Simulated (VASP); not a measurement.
Input of a VASP 6.6.1 run:

INCAR

```
SYSTEM = Nb2PtSe5
PREC = Accurate ; ENCUT = 520
EDIFF = 1E-6 ; ISMEAR = 0
SIGMA = 0.15 ; LREAL = .False.
LASPH = .True. ; NELM = 80
ALGO = Normal ; ISIF = 2
LWAVE = .False. ; LCHARG = .True.
GGA = PE ; LELF = .True.
LVHAR = .True. ; NBANDS = 43
```

KPOINTS

```
regular mesh
0
Gamma
  4 4 1
  0 0 0
```

Contents of POSCAR:

```
Nb2PtSe5
1.0
    3.5208047530      0.0000000000      0.0000000000
   -1.7604023765      3.0491063579      0.0000000000
    0.0000000000      0.0000000000     16.8033675368
Nb Pt Se
2 1 5
Direct
    0.3333333333      0.6666666667      0.0983277937
    0.3333333333      0.6666666667      0.4925584957
    0.0000000000      0.0000000000      0.7389505782
    0.0000000000      0.0000000000     -0.0008936794
    0.0000000000      0.0000000000      0.1972094992
    0.3333333333      0.6666666667      0.8135415307
    0.6666666667      0.3333333333      0.5939295173
    0.6666666667      0.3333333333      0.3953762647
```

Potentials or basis: VASP PAW PBE potentials, release 64 (Nb_sv, Pt, Se).

Command:

```console
$ cat potpaw_PBE.64/Nb_sv/POTCAR potpaw_PBE.64/Pt/POTCAR potpaw_PBE.64/Se/POTCAR > POTCAR
$ mpirun -np 1 vasp_std > vasp.out
```

**Question.** Predict the pressure.

**Answer.** 0.0 GPa.

**Question.** Predict the largest force.

**Answer.** 0.065 eV/Å.

**Question.** Estimate the band gap on the k mesh.

**Answer.** Zero (bands 33 and 34 overlap by 1.16 eV).

Forces in eV/Å, atoms in the order of the input:
```
Nb   0.000  0.000  0.002
Nb   0.000  0.000  0.003
Pt   0.000  0.000 -0.063
Se   0.000  0.000 -0.008
Se   0.000  0.000 -0.006
Se   0.000  0.000  0.065
Se   0.000  0.000  0.006
Se   0.000  0.000  0.001
```

Caveat: the k points lie up to 0.52 Å⁻¹ apart, too coarse for converged energies and pressures of a metal; spin-orbit coupling is left out, which moves the levels of the heavy elements; this functional lacks dispersion, which binds the layers, so the pressure and a relaxed spacing across them are unreliable.
